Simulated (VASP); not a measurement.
# Y2Be2N (P-3m1) in VASP: notebook, part 2 of 2

VASP 6.6.1. Earlier steps stand in the parts before.

## (4) Relaxation of cell and atoms, PBE

Contents of INCAR:

```
PREC = Accurate ; ENCUT = 600
EDIFF = 1E-6 ; ISMEAR = 0
SIGMA = 0.1 ; LREAL = F
LASPH = T ; NELM = 80
ALGO = Normal ; ISIF = 3
LWAVE = F ; LCHARG = F
GGA = PE ; IBRION = 2
NSW = 90 ; EDIFFG = -0.04
```

Contents of KPOINTS:

```
regular mesh
0
Gamma
  6 6 4
```

Contents of POSCAR:

```
Y2Be2N
1.0
    3.8038512300      0.0000000000      0.0000000000
   -1.9019256200      3.2942318000      0.0000000000
    0.0000000000      0.0000000000      6.3921443400
Y Be N
2 2 1
Direct
    0.3333333300      0.6666666700      0.2893017700
    0.6666666700      0.3333333300      0.7106982300
    0.3333333300      0.6666666700      0.7706365800
    0.6666666700      0.3333333300      0.2293634200
    0.0000000000      0.0000000000      0.5000000000
```

Potentials or basis: VASP PAW PBE potentials, release 64 (Y_sv, Be, N).

On the command line:

```sh
$ cat potpaw_PBE.64/Y_sv/POTCAR potpaw_PBE.64/Be/POTCAR potpaw_PBE.64/N/POTCAR > POTCAR
$ mpirun -np 1 vasp_std > vasp.out
```

OUTCAR:

```text
PREC = Accurate
   ENCUT = 600
   EDIFF = 1E-6
   ISMEAR = 0
   LREAL = F
   LASPH = T
   NELM = 80
   ISIF = 3
   GGA = PE
   IBRION = 2
   NSW = 90
   EDIFFG = -0.04

 ion  position               nearest neighbor table
   1  0.333  0.667  0.289-   4 2.23   4 2.23   4 2.23   5 2.58   5 2.58   5 2.58   3 3.08   3 3.32
                             2 3.48   2 3.48   2 3.48   2 4.30   2 4.30   2 4.30
   2  0.667  0.333  0.711-   3 2.23   3 2.23   3 2.23   5 2.58   5 2.58   5 2.58   4 3.08   4 3.32
                             1 3.48   1 3.48   1 3.48   1 4.30   1 4.30   1 4.30
   3  0.333  0.667  0.771-   2 2.23   2 2.23   2 2.23   1 3.08   1 3.32
   4  0.667  0.333  0.229-   1 2.23   1 2.23   1 2.23   2 3.08   2 3.32
   5  0.000  0.000  0.500-   1 2.58   2 2.58   2 2.58   1 2.58   2 2.58   1 2.58

  LATTYP: Found a hexagonal cell.
 ALAT       =     3.8038512300
 C/A-ratio  =     1.6804401522

  Lattice vectors:

 A1 = (   3.8038512300,   0.0000000000,   0.0000000000)
 A2 = (  -1.9019256200,   3.2942318000,   0.0000000000)
 A3 = (   0.0000000000,   0.0000000000,   6.3921443400)

Analysis of symmetry for initial positions (statically):
=====================================================================
 Subroutine PRICEL returns:
 Original cell was already a primitive cell.

 Routine SETGRP: Setting up the symmetry group for a
 hexagonal supercell.

 Subroutine GETGRP returns: Found 12 space group operations
 (whereof 12 operations were pure point group operations)
 out of a pool of 24 trial point group operations.

The static configuration has the point symmetry D_3d.

Analysis of symmetry for dynamics (positions and initial velocities):
=====================================================================
 Subroutine PRICEL returns:
 Original cell was already a primitive cell.

 Routine SETGRP: Setting up the symmetry group for a
 hexagonal supercell.

 Subroutine GETGRP returns: Found 12 space group operations
 (whereof 12 operations were pure point group operations)
 out of a pool of 24 trial point group operations.

The dynamic configuration has the point symmetry D_3d.

 Subroutine INISYM returns: Found 12 space group operations
 (whereof 12 operations are pure point group operations),
 and found     1 'primitive' translations

----------------------------------------------------------------------------------------

                                     Primitive cell

  volume of cell :      80.0985

  direct lattice vectors                    reciprocal lattice vectors
     3.803851230  0.000000000  0.000000000     0.262891459  0.151780455  0.000000000
    -1.901925620  3.294231800  0.000000000     0.000000000  0.303560909  0.000000000
     0.000000000  0.000000000  6.392144340     0.000000000  0.000000000  0.156442024

  length of vectors
     3.803851230  3.803851235  6.392144340     0.303560909  0.303560909  0.156442024

  position of ions in fractional coordinates (direct lattice)
     0.333333330  0.666666670  0.289301770
     0.666666670  0.333333330  0.710698230
     0.333333330  0.666666670  0.770636580
     0.666666670  0.333333330  0.229363420
     0.000000000  0.000000000  0.500000000

  ion indices of the primitive-cell ions
   primitive index   ion index
                 1           1
                 2           2
                 3           3
                 4           4
                 5           5

----------------------------------------------------------------------------------------

 KPOINTS: regular mesh

Automatic generation of k-mesh.
 Grid dimensions read from file:
 generate k-points for:    6    6    4

 Generating k-lattice:

  Cartesian coordinates                     Fractional coordinates (reciprocal lattice)
     0.043815243  0.025296742  0.000000000     0.166666667  0.000000000  0.000000000
     0.000000000  0.050593485  0.000000000     0.000000000  0.166666667  0.000000000
     0.000000000  0.000000000  0.039110506     0.000000000  0.000000000  0.250000000

  Length of vectors
     0.050593485  0.050593485  0.039110506

  Shift w.r.t. Gamma in fractional coordinates (k-lattice)
     0.000000000  0.000000000  0.000000000

 Subroutine IBZKPT returns following result:
 ===========================================

 Found     24 irreducible k-points:

 Following reciprocal coordinates:
            Coordinates               Weight
  0.000000  0.000000  0.000000      1.000000
  0.166667 -0.000000  0.000000      6.000000
  0.333333 -0.000000  0.000000      6.000000
  0.500000  0.000000  0.000000      3.000000
  0.166667  0.166667  0.000000      6.000000
  0.333333  0.166667  0.000000     12.000000
[... 16 lines left out ...]
  0.333333  0.166667  0.500000     12.000000
  0.333333  0.333333  0.500000      2.000000
   k-points           NKPTS =     24   k-points in BZ     NKDIM =     24   number of bands    NBANDS=     19
   number of dos      NEDOS =    301   number of ions     NIONS =      5
   total plane-waves  NPLWV =  48600
   dimension x,y,z NGX =    30 NGY =   30 NGZ =   54
   dimension x,y,z NGXF=    60 NGYF=   60 NGZF=  108
   ions per type =               2   2   1
   NGX,Y,Z   is equivalent  to a cutoff of  13.11, 13.11, 14.04 a.u.
   NGXF,Y,Z  is equivalent  to a cutoff of  26.22, 26.22, 28.09 a.u.
 SYSTEM =  unknown system
   PREC   = accura    normal or accurate (medium, high low for compatibility)
   ISTART =      0    job   : 0-new  1-cont  2-samecut
   ICHARG =      2    charge: 1-file 2-atom 10-const
   ISPIN  =      1    spin polarized calculation?
   LNONCOLLINEAR =      F non collinear calculations
   LSORBIT =      F    spin-orbit coupling
   LASPH  =      T    aspherical Exc in radial PAW
   ENCUT  =  600.0 eV  44.10 Ry    6.64 a.u.   7.60  7.60 12.77*2*pi/ulx,y,z
   NELM   =     80;   NELMIN=  2; NELMDL= -5     # of ELM steps
   EDIFF  = 0.1E-05   stopping-criterion for ELM
   LREAL  =      F    real-space projection
   EDIFFG = -.4E-01   stopping-criterion for IOM
   NSW    =     90    number of steps for IOM
   IBRION =      2    ionic relax: 0-MD 1-quasi-New 2-CG
   NFREE  =      1    steps in history (QN), initial steepest desc. (CG)
   ISIF   =      3    stress and relaxation
   ISYM   =      2    0-nonsym 1-usesym 2-fastsym
   POTIM  = 0.5000    time-step for ionic-motion
   TEBEG  =    0.0;   TEEND  =   0.0 temperature during run
   PSTRESS=    0.0 pullay stress
   NELECT =      31.0000    total number of electrons
   NUPDOWN=      -1.0000    fix difference up-down
   EMIN   =  10.00;   EMAX   =-10.00  energy-range for DOS
   EFERMI =   0.00;   METHOD = LEGACY
   ISMEAR =     0;   SIGMA  =   0.10  broadening in eV -4-tet -1-fermi 0-gaus
   EFERMI_NEDOS =   21; number of points for ismear=-14 and -15
   IALGO  =     38    algorithm
   IMIX   =      4    mixing-type and parameters
     AMIX     =   0.40;   BMIX     =  1.00
     AMIX_MAG =   1.60;   BMIX_MAG =  1.00
  volume/ion in A,a.u.               =      16.02       108.11
  Fermi-wavevector in a.u.,A,eV,Ry     =   1.193037  2.254513 19.365685  1.423338
  Thomas-Fermi vector in A             =   2.329061
   LORBIT       =      0    0 simple, 1 ext, 2 COOP (PROOUT), +10 PAW based schemes
   GGA     = PE    functional components
   LHFCALC =     F    Hartree Fock is set to
   AEXX    =    0.0000 exact exchange contribution
   IVDW    =     0    specifies the selected vdW correction
   LEPSILON=     F    determine dielectric tensor
   LRPA    =     F    only Hartree local field effects (RPA)
 conjugate gradient relaxation of ions
 non-spin polarized calculation
 Gauss-broadening in eV      SIGMA  =   0.10
  energy-cutoff  :      600.00
  volume of cell :       80.10
 maximum number of plane-waves:      2714
   NGX = 15   NGY = 15   NGZ = 25

--------------------------------------- Ionic step        1  -------------------------------------------

 number of electron      31.0000001 magnetization

 Free energy of the ion-electron system (eV)
  ---------------------------------------------------
  ext. energy  EPLUGINS =         0.00000000
  ---------------------------------------------------
  free energy    TOTEN  =       -22.27185979 eV

  energy without entropy =      -22.25810263  energy(sigma->0) =      -22.26498121

------------------------ aborting loop because EDIFF is reached ----------------------------------------

  FORCE on cell =-STRESS in cart. coord.  units (eV):
  Direction    XX          YY          ZZ          XY          YZ          ZX
  --------------------------------------------------------------------------------------
  -------------------------------------------------------------------------------------
  Total       15.3739064     15.3739064     -6.0411443     -0.0000000      0.0000000     -0.0000000
  in kB      307.5180147    307.5180152   -120.8385606     -0.0000005      0.0000000     -0.0000000
  external PRESSURE =     164.7324898 kB  Pullay stress =       0.0000000 kB
[... 624 lines left out ...]
      6     -19.4191      2.00000
[... 11 lines left out ...]
     18       3.7888      0.00000
     19       5.3946      0.00000

[... ionic steps 4 to 29 ...]

--------------------------------------- Ionic step       30  -------------------------------------------

 number of electron      30.9999997 magnetization

 E-fermi :   3.6727     XC(G=0):  -9.9931
[... 608 lines left out ...]
--------------------------------------- Ionic step       32  -------------------------------------------

 number of electron      30.9999997 magnetization

 Free energy of the ion-electron system (eV)
  ---------------------------------------------------
  ext. energy  EPLUGINS =         0.00000000
  ---------------------------------------------------
  free energy    TOTEN  =       -30.37367150 eV

  energy without entropy =      -30.35685839  energy(sigma->0) =      -30.36526495

 E-fermi :   3.6952     XC(G=0): -10.0127

 val. band max:        3.6903711428   @ k =   0.3333   0.1667   0.5000
 cond. band min:       3.7265072513   @ k =   0.1667   0.1667   0.5000
 fundamental gap:      0.0361361085
 Fermi energy:         3.6951983365
[... 558 lines left out ...]
  FREE ENERGIE OF THE ION-ELECTRON SYSTEM (eV)
  ---------------------------------------------------
  free  energy   TOTEN  =       -30.3736715022 eV

  energy  without entropy=      -30.3568583879  energy(sigma->0) =      -30.36526495

 reached required accuracy - stopping structural energy minimisation
```

OSZICAR:

```text
N       E                     dE             d eps       ncg     rms          rms(c)
DAV:   1     0.168360770403E+03    0.16836E+03   -0.16758E+04   912   0.171E+03
[... 381 lines left out ...]
DAV:   1    -0.303743240119E+02   -0.95392E-03   -0.41400E-02   928   0.154E+00    0.270E-01
DAV:   2    -0.303739020660E+02    0.42195E-03   -0.32798E-03  1157   0.410E-01    0.124E-01
DAV:   3    -0.303736356944E+02    0.26637E-03   -0.86397E-04  1524   0.182E-01    0.846E-02
DAV:   4    -0.303736406217E+02   -0.49273E-05   -0.24579E-04  1514   0.872E-02    0.911E-02
DAV:   5    -0.303736451313E+02   -0.45096E-05   -0.11447E-05  1126   0.215E-02    0.838E-02
DAV:   6    -0.303736706485E+02   -0.25517E-04   -0.23216E-05  1272   0.316E-02    0.501E-03
DAV:   7    -0.303736715022E+02   -0.85365E-06   -0.24852E-06   714   0.962E-03
  32 F= -.30373672E+02 E0= -.30365265E+02  d E =-.120504E-02
```

It took 40 min on 1 thread of Intel Xeon 8259CL, shared host; peak memory 0.27 GiB.

Results:

| Property | Result |
| --- | --- |
| Free energy | -30.3737 eV |
| Relaxed volume | 17.06 Å³/atom |
| Relaxed cell | a = 3.542 Å, b = 3.542 Å, c = 7.850 Å, α = 90.00°, β = 90.00°, γ = 120.00° |
| Space group after relaxing (to 0.1 Å) | P-3m1 (No. 164) |
| Energy gained by relaxing | 1620.4 meV/atom |
| Ionic steps | 32 |
| Pressure after relaxing | 0.1 GPa |
| Largest force after relaxing | 0.021 eV/Å |
| Band gap on the k mesh | zero (an odd number of electrons rules out a gap without spin polarisation) |

Forces on the atoms (eV/Å):
```
Y    0.000  0.000 -0.021
Y    0.000  0.000  0.021
Be   0.000  0.000 -0.001
Be   0.000  0.000  0.001
N    0.000  0.000  0.000
```

The path:
```csv
step,energy change (eV),largest force (eV/Å),pressure (GPa),volume (Å³)
1,0.0000,2.0960,16.47,80.10
2,-2.5633,1.4960,-3.69,99.47
3,-2.5705,1.4683,-4.17,100.37
4,-2.9640,1.7742,-2.21,94.84
5,-2.9071,1.7295,9.05,79.62
6,-3.1798,1.9925,2.48,87.15
7,-3.4269,1.9065,2.88,85.93
8,-4.0737,1.2952,4.50,82.32
9,-4.1670,1.6984,12.01,75.36
10,-4.3999,0.2006,6.85,79.05
11,-4.9303,0.1835,5.52,80.04
12,-5.9918,1.0197,5.22,82.28
13,-6.2305,3.4054,10.79,83.72
14,-6.6360,1.0727,-4.46,96.48
15,-6.7736,1.2806,-0.40,92.11
16,-6.9433,1.3181,0.38,90.44
17,-7.4274,1.4513,3.18,85.52
18,-7.6643,0.5140,12.74,76.15
19,-7.7563,1.2020,7.59,80.32
20,-7.7817,0.9802,9.02,78.98
21,-7.8996,0.6562,7.07,79.90
22,-7.9879,0.8005,3.95,81.66
23,-8.0347,0.6352,2.66,82.72
24,-8.0882,0.2562,-0.29,85.50
25,-8.0886,0.2262,-0.53,85.75
26,-8.0925,0.1838,-0.23,85.52
27,-8.0964,0.1531,0.52,84.96
28,-8.0988,0.1198,0.23,85.21
29,-8.1006,0.0627,-0.36,85.74
30,-8.1006,0.0624,-0.28,85.67
31,-8.1015,0.0422,-0.10,85.48
32,-8.1018,0.0214,0.07,85.29
```

Final structure:
```
Y Be N
1.0
     3.54191    0.00000    0.00000
    -1.77095    3.06738    0.00000
     0.00000    0.00000    7.85003
Y Be N
2 2 1
Direct
  0.33333 0.66667 0.33231
  0.66667 0.33333 0.66769
  0.33333 0.66667 0.95251
  0.66667 0.33333 0.04750
  0.00000 0.00000 0.50000
```

Caveat: a cell axis changed by over 15 % at a fixed basis, so the end point is rough.

## (5) Single point, PBE

This run uses another cell than the first one, of 17.11 Å³/atom.

Contents of INCAR:

```
SYSTEM = Y2Be2N
PREC     = Accurate       ! precision mode
ENCUT    = 520            ! plane-wave cutoff, eV
EDIFF    = 1E-6           ! SCF threshold, eV
ISMEAR   = 0              ! smearing method
SIGMA    = 0.1            ! smearing width, eV
LREAL    = .FALSE.        ! projectors in reciprocal space
LASPH    = .TRUE.         ! aspherical terms in the spheres
NELM     = 80             ! most SCF steps
ALGO     = Normal         ! electronic algorithm
ISIF     = 2              ! what is computed and relaxed
LWAVE    = .FALSE.        ! write WAVECAR
LCHARG   = .FALSE.        ! write CHGCAR
GGA      = PE             ! functional
NBANDS   = 24             ! bands
```

Contents of KPOINTS:

```
Automatic mesh
0
G
  12 12 6
  0 0 0
```

Contents of POSCAR:

```
Y2Be2N
1.0
    3.5424739134      0.0000000000      0.0000000000
   -1.7712369567      3.0678724012      0.0000000000
    0.0000000000      0.0000000000      7.8703870723
Y Be N
2 2 1
Direct
    0.3333333333      0.6666666667      0.3321144905
    0.6666666667      0.3333333333      0.6678855095
    0.3333333333      0.6666666667      0.9514780223
    0.6666666667      0.3333333333      0.0485219777
    0.0000000000      0.0000000000      0.5000000000
```

On the command line:

```sh
$ cat potpaw_PBE.64/Y_sv/POTCAR potpaw_PBE.64/Be/POTCAR potpaw_PBE.64/N/POTCAR > POTCAR
$ mpirun -np 1 vasp_std > vasp.out
```

Wall time 4.8 min (1 thread of Intel Xeon 8259CL, shared host); peak memory 0.37 GiB.

Results (log left out):

| Item | Value |
| --- | --- |
| Free energy | -30.4043 eV |
| Pressure | -0.1 GPa |
| Band gap on the k mesh | zero (an odd number of electrons rules out a gap without spin polarisation) |

Forces on the atoms (eV/Å):
```
Y    0.000  0.000  0.001
Y    0.000  0.000 -0.001
Be   0.000  0.000 -0.003
Be   0.000  0.000  0.003
N    0.000  0.000  0.000
```

Levels at points of the mesh, in eV from the Fermi level:
```
           k point  band 13  band 14  band 15  band 16  band 17  band 18  band 19  band 20
(0.00, 0.00, 0.00)    -2.98    -1.62     0.00     2.17     2.17     2.63     2.69     2.69
(0.50, 0.00, 0.00)    -2.90    -2.82    -0.71    -0.11     0.20     1.32     2.63     4.30
(0.00, 0.00, 0.50)    -2.99    -2.69     1.49     1.98     2.13     2.13     3.31     3.31
(0.50, 0.00, 0.50)    -2.88    -2.74    -0.52    -0.15     0.12     1.20     2.85     4.36
```

## (6) Relaxation of cell and atoms, PBE

This run uses another cell than the first one, of 17.10 Å³/atom.

Contents of INCAR:

```
SYSTEM = Y2Be2N
PREC = Accurate
ENCUT = 600
EDIFF = 1E-6
ISMEAR = 0
SIGMA = 0.1
LREAL = .FALSE.
LASPH = .TRUE.
NELM = 80
ALGO = Normal
ISIF = 3
LWAVE = .FALSE.
LCHARG = .FALSE.
GGA = PE
IBRION = 2
NSW = 100
EDIFFG = -0.01
```

KPOINTS is that of step 5.

Contents of POSCAR:

```
Y2Be2N
1.0
    3.5448711820      0.0000000000      0.0000000000
   -1.7724355910      3.0699484968      0.0000000000
    0.0000000000      0.0000000000      7.8554563241
Y Be N
2 2 1
Direct
    0.3333333333      0.6666666667      0.3322061620
    0.6666666667      0.3333333333      0.6677938380
    0.3333333333      0.6666666667      0.9524588251
    0.6666666667      0.3333333333      0.0475411749
    0.0000000000      0.0000000000      0.5000000000
```

Potentials or basis: VASP PAW PBE potentials, release 64 (Y_sv, Be, N).

On the command line:

```sh
$ cat potpaw_PBE.64/Y_sv/POTCAR potpaw_PBE.64/Be/POTCAR potpaw_PBE.64/N/POTCAR > POTCAR
$ mpirun -np 1 vasp_std > vasp.out
```

It took 9.5 min on 1 thread of Intel Xeon 8259CL, shared host; peak memory 0.4 GiB.

It converged, with:

```
Free energy                           : -30.4061 eV
Relaxed volume                        : 17.07 Å³/atom
Relaxed cell                          : a = 3.540 Å, b = 3.540 Å, c = 7.865 Å, α = 90.00°, β = 90.00°, γ = 120.00°
Space group after relaxing (to 0.1 Å) : P-3m1 (No. 164)
Energy gained by relaxing             : 0.1 meV/atom
Ionic steps                           : 4
Pressure after relaxing               : 0.1 GPa
Largest force after relaxing          : 0.010 eV/Å
Band gap on the k mesh                : zero (an odd number of electrons rules out a gap without spin polarisation)
```

Forces in eV/Å, atoms in the order of the input:
```
Y    0.000  0.000  0.009
Y    0.000  0.000 -0.009
Be   0.000  0.000 -0.010
Be   0.000  0.000  0.010
N    0.000  0.000  0.000
```

Step by step:
```
step  energy change (eV)  largest force (eV/Å)  pressure (GPa)  volume (Å³)
   1              0.0000                0.0429           -0.02        85.49
   2             -0.0003                0.0325           -0.03        85.47
   3             -0.0004                0.0231           -0.04        85.44
   4             -0.0004                0.0096            0.06        85.36
```

Final structure:
```
Y Be N
1.0
     3.53998    0.00000    0.00000
    -1.76999    3.06571    0.00000
     0.00000    0.00000    7.86546
Y Be N
2 2 1
Direct
  0.33333 0.66667 0.33197
  0.66667 0.33333 0.66803
  0.33333 0.66667 0.95163
  0.66667 0.33333 0.04837
  0.00000 0.00000 0.50000
```

Levels at points of the mesh, in eV from the Fermi level:
| k point | band 14 | band 15 | band 16 | band 17 | band 18 | band 19 |
| --- | --- | --- | --- | --- | --- | --- |
| (0.00, 0.00, 0.00) | -1.62 | 0.00 | 2.17 | 2.17 | 2.63 | 2.70 |
| (0.50, 0.00, 0.00) | -2.82 | -0.71 | -0.11 | 0.20 | 1.32 | 2.63 |
| (0.00, 0.00, 0.50) | -2.69 | 1.49 | 1.98 | 2.13 | 2.13 | 3.31 |
| (0.50, 0.00, 0.50) | -2.75 | -0.52 | -0.15 | 0.12 | 1.19 | 2.85 |

## (7) Overview

| task | cell | k mesh | cutoff (eV) | gap on the mesh (eV) | pressure (GPa) | relaxed volume (Å³/atom) | largest force (eV/Å) |
| --- | --- | --- | --- | --- | --- | --- | --- |
| single point | a = 3.804, b = 3.804, c = 6.392 Å, angles 90.0, 90.0, 120.0°, 5 atoms, atomic positions A | 6 × 6 × 4 | 520 | none | 16.5 | - | 2.10 |
| single point | a = 3.545, b = 3.545, c = 7.855 Å, angles 90.0, 90.0, 120.0°, 5 atoms, atomic positions B | 6 × 6 × 4 | 520 | none | 0.0 | - | - |
| relaxation of cell and atoms | relaxed from a = 3.804, b = 3.804, c = 6.392 Å, angles 90.0, 90.0, 120.0°, 5 atoms, atomic positions A | 6 × 6 × 4 | 600 | none | 0.1 | 17.06 | 0.02 |
| single point | a = 3.542, b = 3.542, c = 7.870 Å, angles 90.0, 90.0, 120.0°, 5 atoms, atomic positions C | 12 × 12 × 6 | 520 | none | -0.1 | - | - |
| relaxation of cell and atoms | relaxed from a = 3.545, b = 3.545, c = 7.855 Å, angles 90.0, 90.0, 120.0°, 5 atoms, atomic positions B | 12 × 12 × 6 | 600 | none | 0.1 | 17.07 | 0.01 |

Alike in all rows: level PBE; potentials or basis VASP PAW PBE potentials, release 64 (Y_sv, Be, N); no spin polarisation; smearing gaussian 0.1 eV.

Caveats: the stress differs along the axes, from -12 to 31 GPa (at least some runs); forces of over 1 eV/Å act on the atoms, so gaps and moduli don't describe the material at rest (at least some runs); a cell axis changed by over 15 % at a fixed basis, so the end point is rough (at least some runs).

Absolute energies hang on the potentials; compare differences alone.

The gap in the log of VASP goes by the Fermi energy; the results here count the filled bands.